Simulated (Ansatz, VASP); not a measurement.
**MnSb: VASP beside Ansatz**

The input INCAR:

```
SYSTEM = MnSb
PREC = Accurate ; ENCUT = 520
EDIFF = 1E-6 ; ISMEAR = -1
SIGMA = 0.08 ; LREAL = .FALSE.
LASPH = .TRUE. ; NELM = 100
ALGO = Normal ; ISIF = 2
LWAVE = .FALSE. ; LCHARG = .FALSE.
GGA = PE ; NBANDS = 16
```

Contents of KPOINTS:

```
regular mesh
0
G
  12 12 12
  0 0 0
```

File POSCAR:

```
MnSb
1.0
    0.0000000000      2.9026208189      2.9026208189
    2.9026208189      0.0000000000      2.9026208189
    2.9026208189      2.9026208189      0.0000000000
Mn Sb
1 1
Direct
    0.0000000000      0.0000000000      0.0000000000
    0.5000000000      0.5000000000      0.5000000000
```

Input for Ansatz:

```yaml
crystal:
  lattice:
    - [0.0, 2.9026208189, 2.9026208189]
    - [2.9026208189, 0.0, 2.9026208189]
    - [2.9026208189, 2.9026208189, 0.0]
  atoms:
    - { symbol: Mn, position: [0.0, 0.0, 0.0] }
    - { symbol: Sb, position: [0.5, 0.5, 0.5] }
kpoints:
  mp_grid: { grid: [12, 12, 12] }
scf:
  occupations: { method: fermi_dirac, width: 0.08 }
hamiltonian:
  xc: pbe
  pseudopotentials: { kind: paw }
output:
  forces: true
  stress: true
  eigenvalues: true
```

Change from the starting cell: volume scaled by 1.12, no spin polarisation, PAW files.

Alike in both runs: task single point; functional PBE; k mesh 12 × 12 × 12; occupations fermi-dirac, width 0.08 eV; no spin polarisation.

|  | VASP | Ansatz |
| --- | --- | --- |
| version | VASP 6.6.1 | Ansatz 0.2.0 |
| potentials or method | VASP PAW PBE potentials, release 64 (Mn_pv, Sb) | PAW with Ansatz's default frozen-core files, scalar-relativistic |
| plane-wave cutoff (eV) | 520 | 420 |
| valence electrons in the cell | 18 | 30 |

```csv
,VASP,Ansatz,Ansatz less VASP
pressure (GPa),-16.6,-16.6,0.00
```

With one functional, cell and mesh, what is left measures potentials, basis and numerics. VASP's potentials hold 18 valence electrons a cell and Ansatz's 30, so a difference there can come from the potentials and not from the codes.

Neither program's run includes spin-orbit coupling.
